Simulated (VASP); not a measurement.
# Pb in VASP: further runs

The runs below take Pb through electric field gradients, with PBEsol.

Program: VASP 6.6.1. These are calculated values, not measurements. Logs are shortened: lines on timing, memory, paths and dates and some standing lists are left out, and cuts for length are marked.

## (1) The cell of the first run

The structure is trigonal, space group R-3m (No. 166). Conventional cell: a = 5.487 Å, b = 5.487 Å, c = 3.566 Å, α = 90.00°, β = 90.00°, γ = 120.00°. Pb (site symmetry -3m) has 14 Pb at 3.38 to 3.96 Å within 4.4 Å.

## (2) Electric field gradients, PBEsol (equal xy, yz and zx shear strains of +4 %)

INCAR

```
PREC = Accurate
ENCUT = 520
EDIFF = 1E-8
ISMEAR = -1
SIGMA = 0.08
LREAL = False
LASPH = True
NELM = 60
ALGO = Normal
ISIF = 2
LWAVE = False
LCHARG = False
GGA = PS
LEFG = True
NBANDS = 13
```

KPOINTS

```
Automatic mesh
0
Gamma
  13 13 13
```

POSCAR

```
Pb
1.0
   -1.9004731840      1.9796595667      1.9796595667
    1.9796595667     -1.9004731840      1.9796595667
    1.9796595667      1.9796595667     -1.9004731840
Pb
1
Direct
    0.0000000000      0.0000000000      0.0000000000
```

Potentials or basis: VASP PAW PBE potentials, release 64 (Pb_d).

The run is started by

```console
cat potpaw_PBE.64/Pb_d/POTCAR > POTCAR
mpirun -np 1 vasp_std > vasp.out
```

OUTCAR:

```text
PREC = Accurate
   ENCUT = 520
   EDIFF = 1E-8
   ISMEAR = -1
   LREAL = False
   LASPH = True
   NELM = 60
   ISIF = 2
   GGA = PS

 ion  position               nearest neighbor table
   1  0.000  0.000  0.000-

  LATTYP: Found a trigonal (rhomboedric) cell.
 ALAT       =     3.3837704300
 COS(alpha) =    -0.3148959474

  Lattice vectors:

 A1 = (  -1.9004731840,   1.9796595667,   1.9796595667)
 A2 = (   1.9796595667,  -1.9004731840,   1.9796595667)
 A3 = (   1.9796595667,   1.9796595667,  -1.9004731840)

Analysis of symmetry for initial positions (statically):
=====================================================================
 Subroutine PRICEL returns:
 Original cell was already a primitive cell.

 Routine SETGRP: Setting up the symmetry group for a
 trigonal (rhombohedral) supercell.

 Subroutine GETGRP returns: Found 12 space group operations
 (whereof 12 operations were pure point group operations)
 out of a pool of 12 trial point group operations.

The static configuration has the point symmetry D_3d.

Analysis of symmetry for dynamics (positions and initial velocities):
=====================================================================
 Subroutine PRICEL returns:
 Original cell was already a primitive cell.

 Routine SETGRP: Setting up the symmetry group for a
 trigonal (rhombohedral) supercell.

 Subroutine GETGRP returns: Found 12 space group operations
 (whereof 12 operations were pure point group operations)
 out of a pool of 12 trial point group operations.

The dynamic configuration has the point symmetry D_3d.

 Subroutine INISYM returns: Found 12 space group operations
 (whereof 12 operations are pure point group operations),
 and found     1 'primitive' translations

----------------------------------------------------------------------------------------

                                     Primitive cell

  volume of cell :      30.9968

  direct lattice vectors                    reciprocal lattice vectors
    -1.900473184  1.979659567  1.979659567    -0.009912429  0.247810712  0.247810712
     1.979659567 -1.900473184  1.979659567     0.247810712 -0.009912429  0.247810712
     1.979659567  1.979659567 -1.900473184     0.247810712  0.247810712 -0.009912429

  length of vectors
     3.383770430  3.383770430  3.383770430     0.350597425  0.350597425  0.350597425

  position of ions in fractional coordinates (direct lattice)
     0.000000000  0.000000000  0.000000000

  ion indices of the primitive-cell ions
   primitive index   ion index
                 1           1

----------------------------------------------------------------------------------------

 KPOINTS: Automatic mesh

Automatic generation of k-mesh.
 Grid dimensions read from file:
 generate k-points for:   13   13   13

 Generating k-lattice:

  Cartesian coordinates                     Fractional coordinates (reciprocal lattice)
    -0.000762495  0.019062362  0.019062362     0.076923077  0.000000000  0.000000000
     0.019062362 -0.000762495  0.019062362     0.000000000  0.076923077  0.000000000
     0.019062362  0.019062362 -0.000762495     0.000000000  0.000000000  0.076923077

  Length of vectors
     0.026969033  0.026969033  0.026969033

  Shift w.r.t. Gamma in fractional coordinates (k-lattice)
     0.000000000  0.000000000  0.000000000

 Subroutine IBZKPT returns following result:
 ===========================================

 Found    231 irreducible k-points:

 Following reciprocal coordinates:
            Coordinates               Weight
  0.000000  0.000000  0.000000      1.000000
  0.076923 -0.000000 -0.000000      6.000000
  0.153846 -0.000000 -0.000000      6.000000
  0.230769 -0.000000 -0.000000      6.000000
  0.307692 -0.000000 -0.000000      6.000000
  0.384615 -0.000000 -0.000000      6.000000
[... 16 lines left out ...]
  0.384615  0.153846 -0.000000     12.000000
  0.461538  0.153846 -0.000000     12.000000
 [... further k-points ...]
   k-points           NKPTS =    231   k-points in BZ     NKDIM =    231   number of bands    NBANDS=     13
   number of dos      NEDOS =    301   number of ions     NIONS =      1
   total plane-waves  NPLWV =  21952
   dimension x,y,z NGX =    28 NGY =   28 NGZ =   28
   dimension x,y,z NGXF=    56 NGYF=   56 NGZF=   56
   ions per type =               1
   NGX,Y,Z   is equivalent  to a cutoff of  13.76, 13.76, 13.76 a.u.
   NGXF,Y,Z  is equivalent  to a cutoff of  27.51, 27.51, 27.51 a.u.
 SYSTEM =  unknown system
   PREC   = accura    normal or accurate (medium, high low for compatibility)
   ISTART =      0    job   : 0-new  1-cont  2-samecut
   ICHARG =      2    charge: 1-file 2-atom 10-const
   ISPIN  =      1    spin polarized calculation?
   LNONCOLLINEAR =      F non collinear calculations
   LSORBIT =      F    spin-orbit coupling
   LASPH  =      T    aspherical Exc in radial PAW
   ENCUT  =  520.0 eV  38.22 Ry    6.18 a.u.   6.29  6.29  6.29*2*pi/ulx,y,z
   NELM   =     60;   NELMIN=  2; NELMDL= -5     # of ELM steps
   EDIFF  = 0.1E-07   stopping-criterion for ELM
   LREAL  =      F    real-space projection
   EDIFFG = 0.1E-06   stopping-criterion for IOM
   NSW    =      0    number of steps for IOM
   IBRION =     -1    ionic relax: 0-MD 1-quasi-New 2-CG
   NFREE  =      0    steps in history (QN), initial steepest desc. (CG)
   ISIF   =      2    stress and relaxation
   ISYM   =      2    0-nonsym 1-usesym 2-fastsym
   POTIM  = 0.5000    time-step for ionic-motion
   TEBEG  =    0.0;   TEEND  =   0.0 temperature during run
   PSTRESS=    0.0 pullay stress
   NELECT =      14.0000    total number of electrons
   NUPDOWN=      -1.0000    fix difference up-down
   EMIN   =  10.00;   EMAX   =-10.00  energy-range for DOS
   EFERMI =   0.00;   METHOD = LEGACY
   ISMEAR =    -1;   SIGMA  =   0.08  broadening in eV -4-tet -1-fermi 0-gaus
   EFERMI_NEDOS =   21; number of points for ismear=-14 and -15
   IALGO  =     38    algorithm
   IMIX   =      4    mixing-type and parameters
     AMIX     =   0.40;   BMIX     =  1.00
     AMIX_MAG =   1.60;   BMIX_MAG =  1.00
  volume/ion in A,a.u.               =      31.00       209.18
  Fermi-wavevector in a.u.,A,eV,Ry     =   1.256064  2.373617 21.465874  1.577697
  Thomas-Fermi vector in A             =   2.389790
   LORBIT       =      0    0 simple, 1 ext, 2 COOP (PROOUT), +10 PAW based schemes
   GGA     = PS    functional components
   LHFCALC =     F    Hartree Fock is set to
   AEXX    =    0.0000 exact exchange contribution
   IVDW    =     0    specifies the selected vdW correction
   LEPSILON=     F    determine dielectric tensor
   LRPA    =     F    only Hartree local field effects (RPA)
 non-spin polarized calculation
  energy-cutoff  :      520.00
  volume of cell :       31.00
 maximum number of plane-waves:       849
 NGX is ok and might be reduce to    28
   NGX = 13   NGY = 13   NGZ = 13

 number of electron      13.9999998 magnetization

 Free energy of the ion-electron system (eV)
  ---------------------------------------------------
  ext. energy  EPLUGINS =         0.00000000
  ---------------------------------------------------
  free energy    TOTEN  =        -3.95403026 eV

  energy without entropy =       -3.94181264  energy(sigma->0) =       -3.94792145

 E-fermi :   6.8569     XC(G=0): -10.2368

 val. band max:        6.8402904327   @ k =  -0.4615   0.4615   0.4615
 cond. band min:       6.8651481540   @ k =  -0.3846   0.1538   0.1538
 fundamental gap:      0.0248577213
 Fermi energy:         6.8569121643

 k-point     1 :       0.0000    0.0000    0.0000
  band No.  band energies     occupation
      1     -10.2069      2.00000
      2     -10.2069      2.00000
      3     -10.1177      2.00000
      4      -9.9396      2.00000
      5      -9.9396      2.00000
      6      -4.7745      2.00000
      7      13.6692      0.00000
      8      14.4853      0.00000
      9      14.4853      0.00000
     10      17.9128      0.00000
     11      17.9128      0.00000
     12      18.0441      0.00000
     13      18.3941      0.00000

 k-point     2 :       0.0769   -0.0000   -0.0000
  band No.  band energies     occupation
      1     -10.2107      2.00000
      2     -10.1954      2.00000
      3     -10.1070      2.00000
      4      -9.9431      2.00000
      5      -9.9398      2.00000
      6      -4.6619      2.00000
      7      12.6155      0.00000
      8      13.8985      0.00000
      9      14.2957      0.00000
     10      17.2484      0.00000
     11      17.7028      0.00000
[... 339 lines left out ...]
 k-point    24 :       0.4615    0.1538   -0.0000
  band No.  band energies     occupation
      1     -10.2440      2.00000
      2     -10.1389      2.00000
      3      -9.9608      2.00000
      4      -9.9545      2.00000
      5      -9.8507      2.00000
      6      -1.1048      2.00000
      7       3.3369      2.00000
      8       8.3409      0.00000
      9      11.4394      0.00000
     10      15.8232      0.00000
     11      18.6977      0.00000
     12      19.8225      0.00000
     13      21.0107      0.00000

 [... further k-points ...]
[... 5 lines left out ...]
  --------------------------------------------------------------------------------------
  -------------------------------------------------------------------------------------
  Total       -0.2810731     -0.2810731     -0.2810731     -0.1327634     -0.1327634     -0.1327634
  in kB      -14.5282370    -14.5282370    -14.5282370     -6.8623332     -6.8623332     -6.8623332
  external PRESSURE =     -14.5282370 kB  Pullay stress =       0.0000000 kB

 VOLUME and BASIS-vectors are now :
 -----------------------------------------------------------------------------
  energy-cutoff  :      520.00
  volume of cell :       31.00
      direct lattice vectors                 reciprocal lattice vectors
    -1.900473184  1.979659567  1.979659567    -0.009912429  0.247810712  0.247810712
     1.979659567 -1.900473184  1.979659567     0.247810712 -0.009912429  0.247810712
     1.979659567  1.979659567 -1.900473184     0.247810712  0.247810712 -0.009912429

 POSITION                                       TOTAL-FORCE (eV/Angst)
 -----------------------------------------------------------------------------------
      0.00000      0.00000      0.00000         0.000000     -0.000000     -0.000000
 -----------------------------------------------------------------------------------
    total drift:                               -0.000000     -0.000000     -0.000000

  FREE ENERGIE OF THE ION-ELECTRON SYSTEM (eV)
  ---------------------------------------------------
  free  energy   TOTEN  =        -3.9540302597 eV

  energy  without entropy=       -3.9418126417  energy(sigma->0) =       -3.94792145

 Electric field gradients (V/A^2)
---------------------------------------------------------------------
 ion       V_xx      V_yy      V_zz      V_xy      V_xz      V_yz
---------------------------------------------------------------------
   1       0.000     0.000    -0.000    36.571    36.571    36.571
---------------------------------------------------------------------

 Electric field gradients after diagonalization (V/A^2)
 (convention: |V_zz| > |V_xx| > |V_yy|)
----------------------------------------------------------------------
 ion       V_xx      V_yy      V_zz     asymmetry (V_yy - V_xx)/ V_zz
----------------------------------------------------------------------
   1     -36.571   -36.571    73.142       0.000
----------------------------------------------------------------------

           NMR quadrupolar parameters

 Cq : quadrupolar parameter    Cq=e*Q*V_zz/h
 eta: asymmetry parameters     (V_yy - V_xx)/ V_zz
 Q  : nuclear electric quadrupole moment in mb (millibarn)
----------------------------------------------------------------------
 ion       Cq(MHz)       eta       Q (mb)
----------------------------------------------------------------------
   1       0.177       0.000       1.000
----------------------------------------------------------------------
```

Run time: 2.3 min. Hardware: 1 thread of Intel Xeon 8259CL, shared host; peak memory 0.22 GiB.

What came out:

| Property | Result |
| --- | --- |
| Free energy | -3.9540 eV |
| Pressure | -1.5 GPa |
| Band gap on the k mesh | zero (band 7 reaches 13.67 eV, above the bottom of band 8 at 4.98 eV) |

Stress tensor (GPa, compression positive):
```
-1.45 -0.69 -0.69
-0.69 -1.45 -0.69
-0.69 -0.69 -1.45
```

Levels at points of the mesh, in eV from the Fermi level:
| k point | band 4 | band 5 | band 6 | band 7 | band 8 | band 9 | band 10 | band 11 |
| --- | --- | --- | --- | --- | --- | --- | --- | --- |
| (0.00, 0.00, 0.00) | -16.80 | -16.80 | -11.63 | 6.81 | 7.63 | 7.63 | 11.06 | 11.06 |

Electric field gradients, principal values (V/Å²):
| atom | least | middle | greatest (by size) |
| --- | --- | --- | --- |
| 1 Pb | -36.571 | -36.571 | 73.142 |

Caveat: the cell differs from its parent crystal (equal xy, yz and zx shear strains of +4 %); without QUAD_EFG the Cq values of the log hold for a quadrupole moment of 1 mb, not for the nuclei; the PAW data sets were made with another functional, which shifts forces and pressure a little; spin-orbit coupling is left out, which moves the levels of the heavy elements.

## (3) Electric field gradients, PBEsol (volume scaled by 0.97)

INCAR

```
ALGO = Normal
EDIFF = 1E-8
ENCUT = 520
GGA = PS
ISIF = 2
ISMEAR = -1
LASPH = True
LCHARG = False
LEFG = True
LREAL = False
LWAVE = False
NBANDS = 13
NELM = 80
PREC = Accurate
SIGMA = 0.08
```

KPOINTS

```
k-points
0
Gamma
  13 13 13
```

POSCAR

```
Pb
1.0
   -1.9596616382      1.9596616382      1.9596616382
    1.9596616382     -1.9596616382      1.9596616382
    1.9596616382      1.9596616382     -1.9596616382
Pb
1
Direct
    0.0000000000      0.0000000000      0.0000000000
```

Potentials or basis: VASP PAW PBE potentials, release 64 (Pb_d).

The run is started by

```console
cat potpaw_PBE.64/Pb_d/POTCAR > POTCAR
mpirun -np 1 vasp_std > vasp.out
```

OUTCAR:

```text
EDIFF = 1E-8
   ENCUT = 520
   GGA = PS
   ISIF = 2
   ISMEAR = -1
   LASPH = True
   LREAL = False
   NELM = 80
   PREC = Accurate

 ion  position               nearest neighbor table
   1  0.000  0.000  0.000-

  LATTYP: Found a body centered cubic cell.
 ALAT       =     3.9193232764

  Lattice vectors:

 A1 = (  -1.9596616382,   1.9596616382,   1.9596616382)
 A2 = (   1.9596616382,  -1.9596616382,   1.9596616382)
 A3 = (   1.9596616382,   1.9596616382,  -1.9596616382)

Analysis of symmetry for initial positions (statically):
=====================================================================
 Subroutine PRICEL returns:
 Original cell was already a primitive cell.

 Routine SETGRP: Setting up the symmetry group for a
 body centered cubic supercell.

[... 565 lines left out ...]
  external PRESSURE =      -3.8959193 kB  Pullay stress =       0.0000000 kB

 VOLUME and BASIS-vectors are now :
 -----------------------------------------------------------------------------
  energy-cutoff  :      520.00
  volume of cell :       30.10
      direct lattice vectors                 reciprocal lattice vectors
    -1.959661638  1.959661638  1.959661638     0.000000000  0.255146088  0.255146088
     1.959661638 -1.959661638  1.959661638     0.255146088  0.000000000  0.255146088
     1.959661638  1.959661638 -1.959661638     0.255146088  0.255146088  0.000000000

 POSITION                                       TOTAL-FORCE (eV/Angst)
 -----------------------------------------------------------------------------------
      0.00000      0.00000      0.00000         0.000000      0.000000      0.000000
 -----------------------------------------------------------------------------------
    total drift:                               -0.000000     -0.000000     -0.000000

  FREE ENERGIE OF THE ION-ELECTRON SYSTEM (eV)
  ---------------------------------------------------
  free  energy   TOTEN  =        -3.9683506740 eV

  energy  without entropy=       -3.9566597975  energy(sigma->0) =       -3.96250524

 Electric field gradients (V/A^2)
---------------------------------------------------------------------
 ion       V_xx      V_yy      V_zz      V_xy      V_xz      V_yz
---------------------------------------------------------------------
   1      -0.000    -0.000    -0.000     0.000     0.000     0.000
---------------------------------------------------------------------

 Electric field gradients after diagonalization (V/A^2)
 (convention: |V_zz| > |V_xx| > |V_yy|)
----------------------------------------------------------------------
 ion       V_xx      V_yy      V_zz     asymmetry (V_yy - V_xx)/ V_zz
----------------------------------------------------------------------
   1      -0.000    -0.000     0.001       0.000
----------------------------------------------------------------------

           NMR quadrupolar parameters

 Cq : quadrupolar parameter    Cq=e*Q*V_zz/h
 eta: asymmetry parameters     (V_yy - V_xx)/ V_zz
 Q  : nuclear electric quadrupole moment in mb (millibarn)
----------------------------------------------------------------------
 ion       Cq(MHz)       eta       Q (mb)
----------------------------------------------------------------------
   1       0.000       0.000       1.000
----------------------------------------------------------------------
```

OSZICAR:

```text
N       E                     dE             d eps       ncg     rms          rms(c)
DAV:   1     0.108292988121E+03    0.10829E+03   -0.71405E+03  2232   0.127E+03
DAV:   2     0.131468153356E+01   -0.10698E+03   -0.10322E+03  2304   0.313E+02
DAV:   3    -0.386260536059E+01   -0.51773E+01   -0.51564E+01  2726   0.743E+01
DAV:   4    -0.398132150495E+01   -0.11872E+00   -0.11869E+00  2612   0.118E+01
DAV:   5    -0.398657288300E+01   -0.52514E-02   -0.52512E-02  2941   0.230E+00    0.598E-01
DAV:   6    -0.397208144640E+01    0.14491E-01   -0.19055E-02  2767   0.246E+00    0.282E-01
DAV:   7    -0.396856930184E+01    0.35121E-02   -0.76473E-03  2798   0.143E+00    0.928E-02
DAV:   8    -0.396835205486E+01    0.21725E-03   -0.43255E-04  3309   0.345E-01    0.972E-03
DAV:   9    -0.396835068316E+01    0.13717E-05   -0.83902E-06  2823   0.516E-02    0.457E-03
DAV:  10    -0.396835069696E+01   -0.13802E-07   -0.75333E-07  2714   0.116E-02    0.140E-04
DAV:  11    -0.396835068391E+01    0.13048E-07   -0.16460E-08  2226   0.122E-03    0.739E-05
DAV:  12    -0.396835067398E+01    0.99346E-08   -0.13613E-09  1632   0.411E-04
   1 F= -.39683507E+01 E0= -.39625052E+01  d E =-.116909E-01
```

stdout:

```text
POSCAR found type information on POSCAR Pb
 POSCAR found :  1 types and       1 ions
 scaLAPACK will be used
 -----------------------------------------------------------------------------
|                                                                             |
|                                                                             |
|     You enforced a specific xc type in the INCAR file but a different       |
|     I HOPE YOU KNOW WHAT YOU ARE DOING!                                     |
|                                                                             |
 -----------------------------------------------------------------------------

 LDA part: xc-table for (Slater+PW92), standard interpolation
 POSCAR, INCAR and KPOINTS ok, starting setup
 FFT: planning ... GRIDC
 FFT: planning ... GRID_SOFT
 FFT: planning ... GRID
 WAVECAR not read
 entering main loop
ion   1
```

It took 20 s on 1 thread of Intel Xeon Platinum 8488C (Sapphire Rapids), shared host; peak memory 0.17 GiB.

Results:

| Item | Value |
| --- | --- |
| Free energy | -3.9684 eV |
| Pressure | -0.4 GPa |
| Band gap on the k mesh | zero (band 7 reaches 14.89 eV, above the bottom of band 8 at 5.21 eV) |

Levels at points of the mesh, in eV from the Fermi level:
| k point | band 3 | band 4 | band 5 | band 6 | band 7 | band 8 | band 9 | band 10 | band 11 | band 12 |
| --- | --- | --- | --- | --- | --- | --- | --- | --- | --- | --- |
| (0.00, 0.00, 0.00) | -17.05 | -16.80 | -16.80 | -11.82 | 7.71 | 7.71 | 7.71 | 11.12 | 11.12 | 11.12 |

Caveat: without QUAD_EFG the Cq values of the log hold for a quadrupole moment of 1 mb, not for the nuclei; the PAW data sets were made with another functional, which shifts forces and pressure a little; spin-orbit coupling is left out, which moves the levels of the heavy elements.

(Part 1 of 3 ends here.)
